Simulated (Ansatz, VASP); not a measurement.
**CuI in VASP and in Ansatz**

Contents of INCAR:

```
SYSTEM = CuI
  PREC = Accurate
  ENCUT = 600
  EDIFF = 1E-6
  ISMEAR = 0
  SIGMA = 0.01
  LREAL = .FALSE.
  LASPH = .TRUE.
  NELM = 120
  ALGO = Normal
  ISIF = 2
  LWAVE = .FALSE.
  LCHARG = .TRUE.
  GGA = PE
  LELF = .TRUE.
  LVHAR = .TRUE.
  NBANDS = 16
  GGA_COMPAT = .FALSE.
```

File KPOINTS:

```
regular mesh
0
G
  6 6 6
  0 0 0
```

POSCAR

```
CuI
1.0
    0.0000000000      2.9774024801      2.9774024801
    2.9774024801      0.0000000000      2.9774024801
    2.9774024801      2.9774024801      0.0000000000
Cu I
1 1
Direct
    0.2500000000      0.2500000000      0.2500000000
    0.0000000000      0.0000000000      0.0000000000
```

Input for Ansatz:

```yaml
crystal:
  lattice:
    - [0.0, 2.9774024801, 2.9774024801]
    - [2.9774024801, 0.0, 2.9774024801]
    - [2.9774024801, 2.9774024801, 0.0]
  atoms:
    - { symbol: Cu, position: [0.25, 0.25, 0.25] }
    - { symbol: I, position: [0.0, 0.0, 0.0] }
kpoints:
  mp_grid: { grid: [6, 6, 6] }
hamiltonian:
  xc: pbe
scf:
  occupations: { method: fixed }
  n_extra_bands: 4
output:
  forces: true
  stress: true
  eigenvalues: true
```

Alike in both runs: task single point; functional PBE; k mesh 6 × 6 × 6; no spin polarisation.

```csv
,VASP,Ansatz
version,VASP 6.6.1,Ansatz 0.2.0
potentials or method,"VASP PAW PBE potentials, release 64 (Cu, I)","plane waves, PAW"
plane-wave cutoff (eV),600,420
occupations,"gaussian, width 0.01 eV",fixed
valence electrons in the cell,18,36
```

Ansatz gave:

```
gap on the k mesh at the Fermi level (eV) : 1.27
pressure (GPa)                            : 2.9
```

Q: Which values does VASP return?

A: gap on the k mesh at the Fermi level (eV): 1.29; pressure (GPa): 2.9.

VASP's potentials hold 18 valence electrons a cell and Ansatz's 36, so a difference there can come from the potentials and not from the codes.

Neither program's run includes spin-orbit coupling.
